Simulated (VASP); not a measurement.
# WC: single point with PBE

WC:

```
W C
1.0
     3.01652    0.00000    0.00000
    -1.50826    2.61238    0.00000
     0.00000    0.00000    2.94216
W C
1 1
Cartesian
  0.0000 0.0000 0.0000
  1.5083 0.8708 1.4711
```

This cell differs from its parent crystal: strain +0.040 along x and y, +0.040 along z.

- Program: VASP 6.6.1
- Task: single point
- Functional: PBE
- Potentials or basis: VASP PAW PBE potentials, release 64 (W_sv, C)
- Cutoff: 520 eV
- k mesh: 18 × 18 × 16
- Occupations: gaussian, width 0.15 eV
- Spin: no spin polarisation

```
Pressure               : -29.7 GPa
Band gap on the k mesh : zero (bands 9 and 10 overlap by 1.07 eV)
```

Stress tensor (GPa, compression positive):
```
-27.85   0.00   0.00
  0.00 -27.85   0.00
  0.00   0.00 -33.30
```

Levels at points of the mesh, in eV from the Fermi level:
```csv
k point,band 6,band 7,band 8,band 9,band 10,band 11,band 12,band 13
"(0.00, 0.00, 0.00)",-3.72,-2.89,-2.89,0.09,2.75,2.75,5.04,5.04
"(0.50, 0.00, 0.00)",-6.49,-3.15,-3.07,-0.40,2.02,3.89,4.17,6.20
"(0.00, 0.00, 0.50)",-7.94,-1.74,-1.74,-0.47,-0.47,3.22,4.22,4.22
"(0.50, 0.00, 0.50)",-5.79,-3.90,-3.77,0.13,3.75,4.49,5.66,8.07
```

Run time: 110 s on 1 thread of Intel Xeon 8259CL (shared host), peak memory 0.24 GiB.

Caveat: the cell differs from its parent crystal (strain +0.040 along x and y, +0.040 along z); the cell stands under tension; spin-orbit coupling is left out, which moves the levels of the heavy elements.
